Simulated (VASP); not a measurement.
# Mg (P6_3/mmc) in VASP: relaxation of volume and atoms at fixed shape with LDA

Aim: the relaxation of volume and atoms at fixed shape of Mg with LDA.

All numbers are computed with VASP 6.6.1; they aren't measurements. Logs are shortened: lines on timing, memory, paths and dates and some standing lists are left out, and cuts for length are marked.

### 1 The cell of the first run

It takes space group P6_3/mmc (No. 194, hexagonal). Conventional cell: a = 3.209 Å, b = 3.209 Å, c = 5.210 Å, α = 90.00°, β = 90.00°, γ = 120.00°. Within 4.2 Å of Mg (site symmetry -6m2) lie 12 Mg at 3.20 to 3.21 Å.

### 2 Relaxation of volume and atoms at fixed shape, LDA

Input file INCAR:

```
SYSTEM = Mg
PREC = Accurate ; ENCUT = 840
EDIFF = 1E-7 ; ISMEAR = -1
SIGMA = 0.1 ; LREAL = .False.
LASPH = .True. ; NELM = 120
ALGO = Normal ; ISIF = 8
LWAVE = .False. ; LCHARG = .False.
IBRION = 2 ; NSW = 50
EDIFFG = -0.01 ; GGA_COMPAT = .False.
NELMIN = 4
```

Input file KPOINTS:

```
regular mesh
0
Gamma
  7 7 4
  0 0 0
```

Input file POSCAR:

```
Mg
1.0
    3.2093000000      0.0000000000      0.0000000000
   -1.6046500000      2.7793353300      0.0000000000
    0.0000000000      0.0000000000      5.2103000000
Mg
2
Direct
    0.3333333300      0.6666666700      0.2500000000
    0.6666666700      0.3333333300      0.7500000000
```

Potentials or basis: VASP PAW LDA potentials, release 64 (Mg_sv).

Command:

```
> cat potpaw_LDA.64/Mg_sv/POTCAR > POTCAR
> mpirun -np 1 vasp_std > vasp.out
```

OUTCAR:

```text
SYSTEM = Mg
   PREC = Accurate
   ENCUT = 840
   EDIFF = 1E-7
   ISMEAR = -1
   LREAL = .False.
   LASPH = .True.
   NELM = 120
   ISIF = 8
   IBRION = 2
   NSW = 50
   EDIFFG = -0.01
   NELMIN = 4

 ion  position               nearest neighbor table
   1  0.333  0.667  0.250-
   2  0.667  0.333  0.750-

  LATTYP: Found a hexagonal cell.
 ALAT       =     3.2093000000
 C/A-ratio  =     1.6235004518

  Lattice vectors:

 A1 = (   3.2093000000,   0.0000000000,   0.0000000000)
 A2 = (  -1.6046500000,   2.7793353300,   0.0000000000)
 A3 = (   0.0000000000,   0.0000000000,   5.2103000000)

Analysis of symmetry for initial positions (statically):
=====================================================================
 Subroutine PRICEL returns:
 Original cell was already a primitive cell.

 Routine SETGRP: Setting up the symmetry group for a
 hexagonal supercell.

 Subroutine GETGRP returns: Found 24 space group operations
 (whereof 12 operations were pure point group operations)
 out of a pool of 24 trial point group operations.

The static configuration has the point symmetry D_3d.
 The point group associated with its full space group is D_6h.

Analysis of symmetry for dynamics (positions and initial velocities):
=====================================================================
 Subroutine PRICEL returns:
 Original cell was already a primitive cell.

 Routine SETGRP: Setting up the symmetry group for a
 hexagonal supercell.

 Subroutine GETGRP returns: Found 24 space group operations
 (whereof 12 operations were pure point group operations)
 out of a pool of 24 trial point group operations.

The dynamic configuration has the point symmetry D_3d.
 The point group associated with its full space group is D_6h.

 Subroutine INISYM returns: Found 24 space group operations
 (whereof 12 operations are pure point group operations),
 and found     1 'primitive' translations

----------------------------------------------------------------------------------------

                                     Primitive cell

  volume of cell :      46.4744

  direct lattice vectors                    reciprocal lattice vectors
     3.209300000  0.000000000  0.000000000     0.311594429  0.179899127  0.000000000
    -1.604650000  2.779335330  0.000000000     0.000000000  0.359798254  0.000000000
     0.000000000  0.000000000  5.210300000     0.000000000  0.000000000  0.191927528

  length of vectors
     3.209300000  3.209300001  5.210300000     0.359798255  0.359798254  0.191927528

  position of ions in fractional coordinates (direct lattice)
     0.333333330  0.666666670  0.250000000
     0.666666670  0.333333330  0.750000000

  ion indices of the primitive-cell ions
   primitive index   ion index
                 1           1
                 2           2

----------------------------------------------------------------------------------------

 KPOINTS: regular mesh

Automatic generation of k-mesh.
 Grid dimensions read from file:
 generate k-points for:    7    7    4

 Generating k-lattice:

  Cartesian coordinates                     Fractional coordinates (reciprocal lattice)
     0.044513490  0.025699875  0.000000000     0.142857143  0.000000000  0.000000000
     0.000000000  0.051399751  0.000000000     0.000000000  0.142857143  0.000000000
     0.000000000  0.000000000  0.047981882     0.000000000  0.000000000  0.250000000

  Length of vectors
     0.051399751  0.051399751  0.047981882

  Shift w.r.t. Gamma in fractional coordinates (k-lattice)
     0.000000000  0.000000000  0.000000000

 Subroutine IBZKPT returns following result:
 ===========================================

 Found     24 irreducible k-points:

 Following reciprocal coordinates:
            Coordinates               Weight
  0.000000  0.000000  0.000000      1.000000
  0.142857  0.000000  0.000000      6.000000
  0.285714  0.000000  0.000000      6.000000
  0.428571  0.000000  0.000000      6.000000
  0.142857  0.142857  0.000000      6.000000
  0.285714  0.142857  0.000000     12.000000
[... 16 lines left out ...]
  0.428571  0.142857  0.500000      6.000000
  0.285714  0.285714  0.500000      6.000000
   k-points           NKPTS =     24   k-points in BZ     NKDIM =     24   number of bands    NBANDS=     14
   number of dos      NEDOS =    301   number of ions     NIONS =      2
   total plane-waves  NPLWV =  45000
   dimension x,y,z NGX =    30 NGY =   30 NGZ =   50
   dimension x,y,z NGXF=    60 NGYF=   60 NGZF=  100
   ions per type =               2
   NGX,Y,Z   is equivalent  to a cutoff of  15.54, 15.54, 15.95 a.u.
   NGXF,Y,Z  is equivalent  to a cutoff of  31.08, 31.08, 31.91 a.u.
 SYSTEM =  Mg
   PREC   = accura    normal or accurate (medium, high low for compatibility)
   ISTART =      0    job   : 0-new  1-cont  2-samecut
   ICHARG =      2    charge: 1-file 2-atom 10-const
   ISPIN  =      1    spin polarized calculation?
   LNONCOLLINEAR =      F non collinear calculations
   LSORBIT =      F    spin-orbit coupling
   LASPH  =      T    aspherical Exc in radial PAW
   ENCUT  =  840.0 eV  61.74 Ry    7.86 a.u.   7.58  7.58 12.31*2*pi/ulx,y,z
   NELM   =    120;   NELMIN=  4; NELMDL= -5     # of ELM steps
   EDIFF  = 0.1E-06   stopping-criterion for ELM
   LREAL  =      F    real-space projection
   EDIFFG = -.1E-01   stopping-criterion for IOM
   NSW    =     50    number of steps for IOM
   IBRION =      2    ionic relax: 0-MD 1-quasi-New 2-CG
   NFREE  =      1    steps in history (QN), initial steepest desc. (CG)
   ISIF   =      8    stress and relaxation
   ISYM   =      2    0-nonsym 1-usesym 2-fastsym
   POTIM  = 0.5000    time-step for ionic-motion
   TEBEG  =    0.0;   TEEND  =   0.0 temperature during run
   PSTRESS=    0.0 pullay stress
   NELECT =      20.0000    total number of electrons
   NUPDOWN=      -1.0000    fix difference up-down
   EMIN   =  10.00;   EMAX   =-10.00  energy-range for DOS
   EFERMI =   0.00;   METHOD = LEGACY
   ISMEAR =    -1;   SIGMA  =   0.10  broadening in eV -4-tet -1-fermi 0-gaus
   EFERMI_NEDOS =   21; number of points for ismear=-14 and -15
   IALGO  =     38    algorithm
   IMIX   =      4    mixing-type and parameters
     AMIX     =   0.40;   BMIX     =  1.00
     AMIX_MAG =   1.60;   BMIX_MAG =  1.00
  volume/ion in A,a.u.               =      23.24       156.81
  Fermi-wavevector in a.u.,A,eV,Ry     =   1.235986  2.335675 20.785090  1.527661
  Thomas-Fermi vector in A             =   2.370613
   LORBIT       =      0    0 simple, 1 ext, 2 COOP (PROOUT), +10 PAW based schemes
   GGA     = CA    functional components
   LHFCALC =     F    Hartree Fock is set to
   AEXX    =    0.0000 exact exchange contribution
   IVDW    =     0    specifies the selected vdW correction
   LEPSILON=     F    determine dielectric tensor
   LRPA    =     F    only Hartree local field effects (RPA)
 conjugate gradient relaxation of ions
 non-spin polarized calculation
  energy-cutoff  :      840.00
  volume of cell :       46.47
 maximum number of plane-waves:      2592
   NGX = 15   NGY = 15   NGZ = 25

--------------------------------------- Ionic step        1  -------------------------------------------

 number of electron      19.9999989 magnetization

 Free energy of the ion-electron system (eV)
  ---------------------------------------------------
  ext. energy  EPLUGINS =         0.00000000
  ---------------------------------------------------
  free energy    TOTEN  =        -3.55341171 eV

  energy without entropy =       -3.52814533  energy(sigma->0) =       -3.54077852

------------------------ aborting loop because EDIFF is reached ----------------------------------------

  FORCE on cell =-STRESS in cart. coord.  units (eV):
  Direction    XX          YY          ZZ          XY          YZ          ZX
  --------------------------------------------------------------------------------------
  -------------------------------------------------------------------------------------
  Total       -1.0004081     -1.0004081     -0.2704750      0.0000000     -0.0000000      0.0000000
  in kB      -34.4884590    -34.4884591     -9.3244609      0.0000000     -0.0000000      0.0000000
  external PRESSURE =     -26.1004597 kB  Pullay stress =       0.0000000 kB

 VOLUME and BASIS-vectors are now :
 -----------------------------------------------------------------------------
  energy-cutoff  :      840.00
  volume of cell :       46.47
      direct lattice vectors                 reciprocal lattice vectors
     3.209300000  0.000000000  0.000000000     0.311594429  0.179899127  0.000000000
    -1.604650000  2.779335330  0.000000000     0.000000000  0.359798254  0.000000000
     0.000000000  0.000000000  5.210300000     0.000000000  0.000000000  0.191927528

 POSITION                                       TOTAL-FORCE (eV/Angst)
 -----------------------------------------------------------------------------------
     -0.00000      1.85289      1.30258        -0.000000     -0.000000      0.000000
      1.60465      0.92645      3.90773         0.000000      0.000000      0.000000
 -----------------------------------------------------------------------------------
    total drift:                               -0.000013      0.000007      0.000000

  FREE ENERGIE OF THE ION-ELECTRON SYSTEM (eV)
  ---------------------------------------------------
  free  energy   TOTEN  =        -3.5534117054 eV
[... 17 lines left out ...]
 VOLUME and BASIS-vectors are now :
 -----------------------------------------------------------------------------
  energy-cutoff  :      840.00
  volume of cell :       43.97
      direct lattice vectors                 reciprocal lattice vectors
     3.150691166  0.000000000  0.000000000     0.317390676  0.183245592  0.000000000
    -1.575345583  2.728578591  0.000000000     0.000000000  0.366491185  0.000000000
     0.000000000  0.000000000  5.115148532     0.000000000  0.000000000  0.195497744

 POSITION                                       TOTAL-FORCE (eV/Angst)
 -----------------------------------------------------------------------------------
     -0.00000      1.81905      1.27879         0.000000     -0.000000      0.000000
      1.57535      0.90953      3.83636        -0.000000      0.000000      0.000000
 -----------------------------------------------------------------------------------
    total drift:                               -0.000013      0.000007      0.000000

  FREE ENERGIE OF THE ION-ELECTRON SYSTEM (eV)
  ---------------------------------------------------
  free  energy   TOTEN  =        -3.5788196154 eV

  energy  without entropy=       -3.5535362864  energy(sigma->0) =       -3.56617795

--------------------------------------- Ionic step        3  -------------------------------------------

 number of electron      20.0000016 magnetization

 Free energy of the ion-electron system (eV)
  ---------------------------------------------------
  ext. energy  EPLUGINS =         0.00000000
  ---------------------------------------------------
  free energy    TOTEN  =        -3.58005470 eV

  energy without entropy =       -3.55471269  energy(sigma->0) =       -3.56738370

 E-fermi :   2.5371     XC(G=0):  -9.1613

 val. band max:        2.5045631998   @ k =   0.4286   0.0000   0.2500
 cond. band min:       2.7670569670   @ k =   0.2857   0.0000   0.0000
 fundamental gap:      0.2624937672
 Fermi energy:         2.5371308668

 k-point     1 :       0.0000    0.0000    0.0000
  band No.  band energies     occupation
      1     -72.6035      2.00000
      2     -72.5992      2.00000
      3     -40.1104      2.00000
      4     -40.0791      2.00000
      5     -40.0791      2.00000
      6     -40.0728      2.00000
      7     -40.0728      2.00000
      8     -40.0684      2.00000
      9      -4.6521      2.00000
     10       0.7815      2.00000
     11       1.2419      2.00000
     12      13.7481      0.00000
     13      13.7481      0.00000
     14      13.9125      0.00000

 k-point     2 :       0.1429    0.0000    0.0000
  band No.  band energies     occupation
      1     -72.6029      2.00000
      2     -72.5989      2.00000
      3     -40.1079      2.00000
      4     -40.0848      2.00000
      5     -40.0809      2.00000
      6     -40.0787      2.00000
      7     -40.0739      2.00000
      8     -40.0695      2.00000
      9      -4.2346      2.00000
     10       1.1579      2.00000
     11       1.6445      1.99973
     12       9.5776      0.00000
     13      11.7702      0.00000
     14      12.4909      0.00000
[... 385 lines left out ...]
 VOLUME and BASIS-vectors are now :
 -----------------------------------------------------------------------------
  energy-cutoff  :      840.00
  volume of cell :       43.31
      direct lattice vectors                 reciprocal lattice vectors
     3.134743112  0.000000000  0.000000000     0.319005406  0.184177857  0.000000000
    -1.567371556  2.714767171  0.000000000     0.000000000  0.368355714  0.000000000
     0.000000000  0.000000000  5.089256859     0.000000000  0.000000000  0.196492342

 POSITION                                       TOTAL-FORCE (eV/Angst)
 -----------------------------------------------------------------------------------
     -0.00000      1.80984      1.27231         0.000000     -0.000000      0.000000
      1.56737      0.90492      3.81694        -0.000000      0.000000      0.000000
 -----------------------------------------------------------------------------------
    total drift:                               -0.000012      0.000007      0.000000

  FREE ENERGIE OF THE ION-ELECTRON SYSTEM (eV)
  ---------------------------------------------------
  free  energy   TOTEN  =        -3.5800546980 eV

  energy  without entropy=       -3.5547126940  energy(sigma->0) =       -3.56738370

 reached required accuracy - stopping structural energy minimisation
```

Wall time 36 s (1 thread of AMD EPYC 9R45 (Zen 5), shared host); peak memory 0.15 GiB.

Results:

```
Free energy                           : -3.5801 eV
Relaxed volume                        : 21.66 Å³/atom
Relaxed cell                          : a = 3.135 Å, b = 3.135 Å, c = 5.089 Å, α = 90.00°, β = 90.00°, γ = 120.00°
Space group after relaxing (to 0.1 Å) : P6_3/mmc (No. 194)
Energy gained by relaxing             : 13.3 meV/atom
Ionic steps                           : 3
Pressure after relaxing               : 0.0 GPa
Band gap on the k mesh                : zero (bands 10 and 11 overlap by 2.07 eV)
```

Stress tensor (GPa, compression positive):
```
-0.94  0.00  0.00
 0.00 -0.94  0.00
 0.00  0.00  1.91
```

Step by step:
| step | energy change (eV) | largest force (eV/Å) | pressure (GPa) | volume (Å³) |
| --- | --- | --- | --- | --- |
| 1 | 0.0000 | 0.0000 | -2.61 | 46.47 |
| 2 | -0.0254 | 0.0000 | -0.60 | 43.97 |
| 3 | -0.0266 | 0.0000 | 0.01 | 43.31 |

Final structure:
```
CELL_PARAMETERS angstrom
3.13474 0.00000 0.00000
-1.56737 2.71477 0.00000
0.00000 0.00000 5.08926
ATOMIC_POSITIONS crystal
Mg 0.33333 0.66667 0.25000
Mg 0.66667 0.33333 0.75000
```

The gap in the log of VASP goes by the Fermi energy; the results here count the filled bands.